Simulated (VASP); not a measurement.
Mg: single point with PBEsol

The system is Mg.

```
CELL_PARAMETERS angstrom
3.20623 0.00000 0.00000
-1.60312 2.77668 0.00000
0.00000 0.00000 5.08348
ATOMIC_POSITIONS crystal
Mg 0.66667 0.33333 0.25000
Mg 0.33333 0.66667 0.75000
```

```
Program                : VASP 6.6.1
Task                   : single point
Functional             : PBEsol
Potentials or basis    : VASP PAW PBE potentials, release 64 (Mg)
Cutoff                 : 520 eV
k mesh                 : 12 × 12 × 7
Occupations            : gaussian, width 0.1 eV
Spin                   : no spin polarisation
Dipole correction      : no
Further INCAR settings : ALGO = Normal; EDIFF = 1e-07; NBANDS = 9
```

```json
{
  "Pressure": "-0.3 GPa",
  "Band gap on the k mesh": "zero (band 2 reaches 3.60 eV, above the bottom of band 3 at 1.65 eV)"
}
```

Stress tensor (GPa, compression positive):
```
-0.39  0.00  0.00
 0.00 -0.39  0.00
 0.00  0.00  0.00
```

Levels at points of the mesh, in eV from the Fermi level:
```csv
k point,band 1,band 2,band 3,band 4,band 5,band 6
"(0.00, 0.00, 0.00)",-6.92,-1.51,-0.94,10.83,10.83,10.92
"(0.50, 0.00, 0.00)",-2.16,-2.16,2.79,3.15,3.56,3.90
```

Wall time 8 s on 1 thread of Intel(R) Xeon(R) 6975P-C (Granite Rapids), on a shared host, peak memory 0.17 GiB.

Caveat: the PAW data sets were made with another functional, which shifts forces and pressure a little.
